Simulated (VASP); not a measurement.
# InSe (C2/m) in VASP: further runs

InSe is run at these levels: PBEsol; tasks: single point.

All numbers are computed with VASP 6.6.1; they aren't measurements. Logs are shortened: lines on timing, memory, paths and dates and some standing lists are left out, and cuts for length are marked.

## (1) The cell of the first run

The structure is monoclinic, space group C2/m (No. 12). Conventional cell: a = 11.736 Å, b = 4.110 Å, c = 4.610 Å, α = 90.00°, β = 110.30°, γ = 90.00°. Within 3.8 Å of In (site symmetry m) lie 5 Se at 2.58 to 3.51 Å and 3 In at 2.74 to 3.74 Å. Within 3.6 Å of Se (site symmetry m) lie 5 In at 2.58 to 3.51 Å and 3 Se at 3.51 to 3.52 Å.

## (2) Single point, PBEsol

INCAR

```
ALGO = Normal
EDIFF = 1E-7
ENCUT = 520
GGA = PS
ISIF = 2
ISMEAR = 0
LASPH = True
LCHARG = False
LREAL = False
LWAVE = False
NBANDS = 27
NELM = 80
PREC = Accurate
SIGMA = 0.01
```

KPOINTS

```
k-points
0
Gamma
  6 6 4
```

POSCAR

```
InSe
1.0
    6.2173400000      0.0000000000      0.0000000000
    4.8588728816      3.8790038664      0.0000000000
   -1.5095221680     -0.5286502154      4.3236525964
In Se
2 2
Direct
    0.8840000000      0.8840000000      0.0050000000
    0.1160000000      0.1160000000      0.9950000000
    0.6600000000      0.6600000000      0.6420000000
    0.3400000000      0.3400000000      0.3580000000
```

Potentials or basis: VASP PAW PBE potentials, release 64 (In_d, Se).

The run is started by

```console
> cat potpaw_PBE.64/In_d/POTCAR potpaw_PBE.64/Se/POTCAR > POTCAR
> mpirun -np 1 vasp_std > vasp.out
```

OUTCAR:

```text
EDIFF = 1E-7
   ENCUT = 520
   GGA = PS
   ISIF = 2
   ISMEAR = 0
   LASPH = True
   LREAL = False
   NELM = 80
   PREC = Accurate

 ion  position               nearest neighbor table
   1  0.884  0.884  0.005-   3 2.58   2 2.74   4 2.78   4 2.78   2 3.74   2 3.74
   2  0.116  0.116  0.995-   4 2.58   1 2.74   3 2.78   3 2.78   1 3.74   1 3.74
   3  0.660  0.660  0.642-   1 2.58   2 2.78   2 2.78
   4  0.340  0.340  0.358-   2 2.58   1 2.78   1 2.78

  LATTYP: Found a base centered monoclinic cell.
 ALAT       =    11.7358068659
 B/A-ratio  =     0.3502103027
 C/A-ratio  =     0.3928149170
 COS(beta)  =    -0.3469446776

  Lattice vectors:

 A1 = (   6.2173400000,   0.0000000000,   0.0000000000)
 A2 = (   4.8588728816,   3.8790038664,   0.0000000000)
 A3 = (  -1.5095221680,  -0.5286502154,   4.3236525964)

Analysis of symmetry for initial positions (statically):
=====================================================================
 Subroutine PRICEL returns:
 Original cell was already a primitive cell.

 Routine SETGRP: Setting up the symmetry group for a
 base centered monoclinic supercell.

 Subroutine GETGRP returns: Found  4 space group operations
 (whereof  4 operations were pure point group operations)
 out of a pool of  4 trial point group operations.

The static configuration has the point symmetry C_2h.

Analysis of symmetry for dynamics (positions and initial velocities):
=====================================================================
 Subroutine PRICEL returns:
 Original cell was already a primitive cell.

 Routine SETGRP: Setting up the symmetry group for a
 base centered monoclinic supercell.

 Subroutine GETGRP returns: Found  4 space group operations
 (whereof  4 operations were pure point group operations)
 out of a pool of  4 trial point group operations.

The dynamic configuration has the point symmetry C_2h.

 Subroutine INISYM returns: Found  4 space group operations
 (whereof  4 operations are pure point group operations),
 and found     1 'primitive' translations

----------------------------------------------------------------------------------------

                                     Primitive cell

  volume of cell :     104.2739

  direct lattice vectors                    reciprocal lattice vectors
     6.217340000  0.000000000  0.000000000     0.160840488 -0.201470149  0.031520813
     4.858872882  3.879003866  0.000000000     0.000000000  0.257798145  0.031520813
    -1.509522168 -0.528650215  4.323652596     0.000000000  0.000000000  0.231285927

  length of vectors
     6.217340000  6.217340000  4.610000000     0.259718011  0.259718011  0.231285927

  position of ions in fractional coordinates (direct lattice)
     0.884000000  0.884000000  0.005000000
     0.116000000  0.116000000  0.995000000
     0.660000000  0.660000000  0.642000000
     0.340000000  0.340000000  0.358000000

  ion indices of the primitive-cell ions
   primitive index   ion index
                 1           1
                 2           2
                 3           3
                 4           4

----------------------------------------------------------------------------------------

 KPOINTS: k-points

Automatic generation of k-mesh.
 Grid dimensions read from file:
 generate k-points for:    6    6    4

 Generating k-lattice:

  Cartesian coordinates                     Fractional coordinates (reciprocal lattice)
     0.026806748 -0.033578358  0.005253469     0.166666667 -0.000000000  0.000000000
     0.000000000  0.042966357  0.005253469     0.000000000  0.166666667  0.000000000
     0.000000000  0.000000000  0.057821482     0.000000000  0.000000000  0.250000000

  Length of vectors
     0.043286335  0.043286335  0.057821482

  Shift w.r.t. Gamma in fractional coordinates (k-lattice)
     0.000000000  0.000000000  0.000000000

 Subroutine IBZKPT returns following result:
 ===========================================

 Found     47 irreducible k-points:

 Following reciprocal coordinates:
            Coordinates               Weight
  0.000000  0.000000  0.000000      1.000000
  0.166667 -0.000000  0.000000      4.000000
  0.333333  0.000000 -0.000000      4.000000
  0.500000 -0.000000  0.000000      2.000000
  0.166667  0.166667  0.000000      2.000000
  0.333333  0.166667 -0.000000      4.000000
[... 16 lines left out ...]
 -0.333333  0.166667  0.250000      4.000000
 -0.166667  0.166667  0.250000      4.000000
 [... further k-points ...]
   k-points           NKPTS =     47   k-points in BZ     NKDIM =     47   number of bands    NBANDS=     27
   number of dos      NEDOS =    301   number of ions     NIONS =      4
   total plane-waves  NPLWV =  82944
   dimension x,y,z NGX =    48 NGY =   48 NGZ =   36
   dimension x,y,z NGXF=    96 NGYF=   96 NGZF=   72
   ions per type =               2   2
   NGX,Y,Z   is equivalent  to a cutoff of  12.83, 12.83, 12.98 a.u.
   NGXF,Y,Z  is equivalent  to a cutoff of  25.67, 25.67, 25.96 a.u.
 SYSTEM =  unknown system
   PREC   = accura    normal or accurate (medium, high low for compatibility)
   ISTART =      0    job   : 0-new  1-cont  2-samecut
   ICHARG =      2    charge: 1-file 2-atom 10-const
   ISPIN  =      1    spin polarized calculation?
   LNONCOLLINEAR =      F non collinear calculations
   LSORBIT =      F    spin-orbit coupling
   LASPH  =      T    aspherical Exc in radial PAW
   ENCUT  =  520.0 eV  38.22 Ry    6.18 a.u.  11.56 11.56  8.57*2*pi/ulx,y,z
   NELM   =     80;   NELMIN=  2; NELMDL= -5     # of ELM steps
   EDIFF  = 0.1E-06   stopping-criterion for ELM
   LREAL  =      F    real-space projection
   EDIFFG = 0.1E-05   stopping-criterion for IOM
   NSW    =      0    number of steps for IOM
   IBRION =     -1    ionic relax: 0-MD 1-quasi-New 2-CG
   NFREE  =      0    steps in history (QN), initial steepest desc. (CG)
   ISIF   =      2    stress and relaxation
   ISYM   =      2    0-nonsym 1-usesym 2-fastsym
   POTIM  = 0.5000    time-step for ionic-motion
   TEBEG  =    0.0;   TEEND  =   0.0 temperature during run
   PSTRESS=    0.0 pullay stress
   NELECT =      38.0000    total number of electrons
   NUPDOWN=      -1.0000    fix difference up-down
   EMIN   =  10.00;   EMAX   =-10.00  energy-range for DOS
   EFERMI =   0.00;   METHOD = LEGACY
   ISMEAR =     0;   SIGMA  =   0.01  broadening in eV -4-tet -1-fermi 0-gaus
   EFERMI_NEDOS =   21; number of points for ismear=-14 and -15
   IALGO  =     38    algorithm
   IMIX   =      4    mixing-type and parameters
     AMIX     =   0.40;   BMIX     =  1.00
     AMIX_MAG =   1.60;   BMIX_MAG =  1.00
  volume/ion in A,a.u.               =      26.07       175.92
  Fermi-wavevector in a.u.,A,eV,Ry     =   1.169349  2.209749 18.604295  1.367377
  Thomas-Fermi vector in A             =   2.305823
   LORBIT       =      0    0 simple, 1 ext, 2 COOP (PROOUT), +10 PAW based schemes
   GGA     = PS    functional components
   LHFCALC =     F    Hartree Fock is set to
   AEXX    =    0.0000 exact exchange contribution
   IVDW    =     0    specifies the selected vdW correction
   LEPSILON=     F    determine dielectric tensor
   LRPA    =     F    only Hartree local field effects (RPA)
 non-spin polarized calculation
 Gauss-broadening in eV      SIGMA  =   0.01
  energy-cutoff  :      520.00
  volume of cell :      104.27
 maximum number of plane-waves:      2829
 NGX is ok and might be reduce to    48
   NGX = 23   NGY = 23   NGZ = 17

 number of electron      38.0000002 magnetization

 Free energy of the ion-electron system (eV)
  ---------------------------------------------------
  ext. energy  EPLUGINS =         0.00000000
  ---------------------------------------------------
  free energy    TOTEN  =       -15.45584810 eV

  energy without entropy =      -15.45584810  energy(sigma->0) =      -15.45584810

 E-fermi :   4.7502     XC(G=0):  -9.7653

 val. band max:        4.6791349359   @ k =  -0.3333  -0.3333   0.2500
 cond. band min:       5.7846787498   @ k =   0.5000   0.5000   0.0000
 fundamental gap:      1.1055438139
 Fermi energy:         4.7502309369

 k-point     1 :       0.0000    0.0000    0.0000
  band No.  band energies     occupation
      1      -9.8509      2.00000
      2      -9.8055      2.00000
      3      -9.5008      2.00000
      4      -9.4838      2.00000
      5      -9.4415      2.00000
      6      -9.4375      2.00000
[... 19 lines left out ...]
     26      11.7749      0.00000
     27      13.3796      0.00000

 k-point     2 :       0.1667   -0.0000    0.0000
  band No.  band energies     occupation
      1      -9.8518      2.00000
      2      -9.7926      2.00000
      3      -9.5533      2.00000
      4      -9.4797      2.00000
      5      -9.4593      2.00000
      6      -9.4308      2.00000
[... 19 lines left out ...]
     26      11.6720      0.00000
     27      13.0792      0.00000

 k-point     3 :       0.3333    0.0000   -0.0000
  band No.  band energies     occupation
      1      -9.8493      2.00000
      2      -9.7834      2.00000
      3      -9.5957      2.00000
      4      -9.5241      2.00000
      5      -9.4500      2.00000
      6      -9.4438      2.00000
[... 19 lines left out ...]
     26      12.5379      0.00000
     27      12.6343      0.00000

 k-point     4 :       0.5000   -0.0000    0.0000
  band No.  band energies     occupation
      1      -9.8468      2.00000
      2      -9.7884      2.00000
      3      -9.5749      2.00000
      4      -9.5724      2.00000
      5      -9.4502      2.00000
      6      -9.4422      2.00000
[... 19 lines left out ...]
     26      12.3205      0.00000
     27      13.3387      0.00000

 k-point     5 :       0.1667    0.1667    0.0000
  band No.  band energies     occupation
      1      -9.8800      2.00000
      2      -9.7551      2.00000
      3      -9.5297      2.00000
      4      -9.4882      2.00000
      5      -9.4435      2.00000
      6      -9.4359      2.00000
[... 19 lines left out ...]
     26      11.7269      0.00000
     27      13.1409      0.00000

 k-point     6 :       0.3333    0.1667   -0.0000
  band No.  band energies     occupation
      1      -9.8867      2.00000
      2      -9.7232      2.00000
      3      -9.5638      2.00000
      4      -9.5048      2.00000
      5      -9.4661      2.00000
      6      -9.4231      2.00000
[... 444 lines left out ...]
      1      -9.8934      2.00000
      2      -9.7353      2.00000
      3      -9.5658      2.00000
      4      -9.5057      2.00000
      5      -9.4616      2.00000
      6      -9.4266      2.00000
[... 19 lines left out ...]
     26      10.7012      0.00000
     27      12.7506      0.00000

 k-point    22 :       0.5000    0.1667    0.2500
  band No.  band energies     occupation
      1      -9.8927      2.00000
      2      -9.7443      2.00000
      3      -9.5948      2.00000
      4      -9.5724      2.00000
      5      -9.4611      2.00000
      6      -9.4313      2.00000
[... 19 lines left out ...]
     26      11.3574      0.00000
     27      13.0367      0.00000

 k-point    23 :      -0.3333    0.1667    0.2500
  band No.  band energies     occupation
      1      -9.8777      2.00000
      2      -9.7838      2.00000
      3      -9.6430      2.00000
      4      -9.5446      2.00000
      5      -9.4698      2.00000
      6      -9.4254      2.00000
[... 19 lines left out ...]
     26      11.5910      0.00000
     27      13.2376      0.00000

 k-point    24 :      -0.1667    0.1667    0.2500
  band No.  band energies     occupation
      1      -9.8421      2.00000
      2      -9.8288      2.00000
      3      -9.6225      2.00000
      4      -9.5046      2.00000
      5      -9.4658      2.00000
      6      -9.4334      2.00000
[... 19 lines left out ...]
     26      12.2754      0.00000
     27      12.8651      0.00000

 [... further k-points ...]

------------------------ aborting loop because EDIFF is reached ----------------------------------------

  FORCE on cell =-STRESS in cart. coord.  units (eV):
  Direction    XX          YY          ZZ          XY          YZ          ZX
  --------------------------------------------------------------------------------------
  -------------------------------------------------------------------------------------
  Total        0.9939237     -0.7253580     -0.4621017      0.6862806      0.4722788      1.3485569
  in kB       15.2717222    -11.1451873     -7.1002313     10.5447597      7.2566041     20.7206917
  external PRESSURE =      -0.9912321 kB  Pullay stress =       0.0000000 kB

 VOLUME and BASIS-vectors are now :
 -----------------------------------------------------------------------------
  energy-cutoff  :      520.00
  volume of cell :      104.27
      direct lattice vectors                 reciprocal lattice vectors
     6.217340000  0.000000000  0.000000000     0.160840488 -0.201470149  0.031520813
     4.858872882  3.879003866  0.000000000     0.000000000  0.257798145  0.031520813
    -1.509522168 -0.528650215  4.323652596     0.000000000  0.000000000  0.231285927

 POSITION                                       TOTAL-FORCE (eV/Angst)
 -----------------------------------------------------------------------------------
      9.78382      3.42640      0.02162        -0.166879     -0.058443      0.514100
     -0.21713     -0.07604      4.30203         0.166879      0.058443     -0.514100
      6.34119      2.22075      2.77578        -0.665205     -0.232962     -0.036792
      3.22550      1.12960      1.54787         0.665205      0.232962      0.036792
 -----------------------------------------------------------------------------------
    total drift:                               -0.000000     -0.000000      0.000000

  FREE ENERGIE OF THE ION-ELECTRON SYSTEM (eV)
  ---------------------------------------------------
  free  energy   TOTEN  =       -15.4558480977 eV

  energy  without entropy=      -15.4558480977  energy(sigma->0) =      -15.45584810
```

It took 2.2 min on 1 thread of Intel Xeon Platinum 8488C (Sapphire Rapids), shared host; peak memory 0.3 GiB.

What came out:

```yaml
Free_energy: -15.4558 eV
Pressure: -0.1 GPa
Largest_force: 0.706 eV/Å
Band_gap_on_the_k_mesh: 1.11 eV (least direct gap 1.39 eV)
```

Forces on the atoms (eV/Å):
```
In  -0.167 -0.058  0.514
In   0.167  0.058 -0.514
Se  -0.665 -0.233 -0.037
Se   0.665  0.233  0.037
```

Stress tensor (GPa, compression positive):
```
 1.53  1.05  2.07
 1.05 -1.11  0.73
 2.07  0.73 -0.71
```

Levels at points of the mesh, in eV from the valence-band top:
```csv
k point,band 16,band 17,band 18,band 19,band 20,band 21,band 22,band 23
"(0.00, 0.00, 0.00)",-2.70,-2.18,-1.66,-1.03,2.87,3.54,4.40,4.70
"(0.50, 0.00, 0.00)",-1.93,-1.56,-1.48,-1.13,1.51,2.48,3.15,3.36
"(0.50, 0.50, 0.00)",-2.52,-1.09,-0.51,-0.28,1.11,2.92,3.07,4.50
"(0.00, 0.00, 0.50)",-1.51,-1.50,-1.04,-0.29,1.13,2.35,3.42,3.67
"(0.50, 0.00, 0.50)",-3.20,-2.69,-2.34,-1.57,2.26,3.29,4.04,4.68
"(0.50, 0.50, 0.50)",-1.33,-1.29,-1.28,-0.43,2.41,3.05,3.29,3.93
```

Caveat: the PAW data sets were made with another functional, which shifts forces and pressure a little; spin-orbit coupling is left out, which moves the levels of the heavy elements.

## (3) Single point, PBEsol

INCAR

```
SYSTEM = InSe
  PREC = Accurate
  ENCUT = 520
  EDIFF = 1E-6
  ISMEAR = 0
  SIGMA = 0.01
  LREAL = .False.
  LASPH = .True.
  NELM = 80
  ALGO = Normal
  ISIF = 2
  LWAVE = .False.
  LCHARG = .True.
  GGA = PS
  LELF = .True.
  LVHAR = .True.
  NBANDS = 27
```

KPOINTS

```
regular mesh
0
Gamma
  6 6 4
  0 0 0
```

POSCAR is that of step 2.

Potentials or basis: VASP PAW PBE potentials, release 64 (In_d, Se).

The run is started by

```console
> cat potpaw_PBE.64/In_d/POTCAR potpaw_PBE.64/Se/POTCAR > POTCAR
> mpirun -np 1 vasp_std > vasp.out
```

OUTCAR:

```text
SYSTEM = InSe
   PREC = Accurate
   ENCUT = 520
   EDIFF = 1E-6
   ISMEAR = 0
   LREAL = .False.
   LASPH = .True.
   NELM = 80
   ISIF = 2
   GGA = PS

 ion  position               nearest neighbor table
   1  0.884  0.884  0.005-   3 2.58   2 2.74   4 2.78   4 2.78   2 3.74   2 3.74
   2  0.116  0.116  0.995-   4 2.58   1 2.74   3 2.78   3 2.78   1 3.74   1 3.74
   3  0.660  0.660  0.642-   1 2.58   2 2.78   2 2.78
   4  0.340  0.340  0.358-   2 2.58   1 2.78   1 2.78

  LATTYP: Found a base centered monoclinic cell.
 ALAT       =    11.7358068659
 B/A-ratio  =     0.3502103027
 C/A-ratio  =     0.3928149170
 COS(beta)  =    -0.3469446776

  Lattice vectors:

 A1 = (   6.2173400000,   0.0000000000,   0.0000000000)
 A2 = (   4.8588728816,   3.8790038664,   0.0000000000)
 A3 = (  -1.5095221680,  -0.5286502154,   4.3236525964)

Analysis of symmetry for initial positions (statically):
=====================================================================
 Subroutine PRICEL returns:
 Original cell was already a primitive cell.

 Routine SETGRP: Setting up the symmetry group for a
 base centered monoclinic supercell.

[... 171 lines left out ...]
 E-fermi :   4.7509     XC(G=0):  -9.7654

 val. band max:        4.6792358688   @ k =  -0.3333  -0.3333   0.2500
 cond. band min:       5.7846711707   @ k =   0.5000   0.5000   0.0000
 fundamental gap:      1.1054353018
 Fermi energy:         4.7509012249

 k-point     1 :       0.0000    0.0000    0.0000
  band No.  band energies     occupation
      1      -9.8513      2.00000
      2      -9.8060      2.00000
      3      -9.5014      2.00000
      4      -9.4844      2.00000
      5      -9.4420      2.00000
      6      -9.4381      2.00000
[... 709 lines left out ...]
     26      12.2753      0.00000
     27      12.8650      0.00000

 [... further k-points ...]

------------------------ aborting loop because EDIFF is reached ----------------------------------------

  FORCE on cell =-STRESS in cart. coord.  units (eV):
  Direction    XX          YY          ZZ          XY          YZ          ZX
  --------------------------------------------------------------------------------------
  -------------------------------------------------------------------------------------
  Total        1.0103098     -0.7103580     -0.4469314      0.6868339      0.4725955      1.3494613
  in kB       15.5234961    -10.9147115     -6.8671384     10.5532612      7.2614702     20.7345871
  external PRESSURE =      -0.7527846 kB  Pullay stress =       0.0000000 kB

 VOLUME and BASIS-vectors are now :
 -----------------------------------------------------------------------------
  energy-cutoff  :      520.00
  volume of cell :      104.27
      direct lattice vectors                 reciprocal lattice vectors
     6.217340000  0.000000000  0.000000000     0.160840488 -0.201470149  0.031520813
     4.858872882  3.879003866  0.000000000     0.000000000  0.257798145  0.031520813
    -1.509522168 -0.528650215  4.323652596     0.000000000  0.000000000  0.231285927

 POSITION                                       TOTAL-FORCE (eV/Angst)
 -----------------------------------------------------------------------------------
      9.78382      3.42640      0.02162        -0.166393     -0.058272      0.514149
     -0.21713     -0.07604      4.30203         0.166393      0.058272     -0.514149
      6.34119      2.22075      2.77578        -0.665257     -0.232980     -0.036822
      3.22550      1.12960      1.54787         0.665257      0.232980      0.036822
 -----------------------------------------------------------------------------------
    total drift:                               -0.000000     -0.000000      0.000000

  FREE ENERGIE OF THE ION-ELECTRON SYSTEM (eV)
  ---------------------------------------------------
  free  energy   TOTEN  =       -15.4558481159 eV

  energy  without entropy=      -15.4558481159  energy(sigma->0) =      -15.45584812
```

Wall time 1.9 min (1 thread of Intel Xeon Platinum 8488C (Sapphire Rapids), shared host); peak memory 0.34 GiB.

What came out:

```
Free energy            : -15.4558 eV
Pressure               : -0.1 GPa
Largest force          : 0.706 eV/Å
Band gap on the k mesh : 1.11 eV (least direct gap 1.39 eV)
```

Forces in eV/Å, atoms in the order of the input:
```
In  -0.166 -0.058  0.514
In   0.166  0.058 -0.514
Se  -0.665 -0.233 -0.037
Se   0.665  0.233  0.037
```

Caveat: the PAW data sets were made with another functional, which shifts forces and pressure a little; spin-orbit coupling is left out, which moves the levels of the heavy elements.
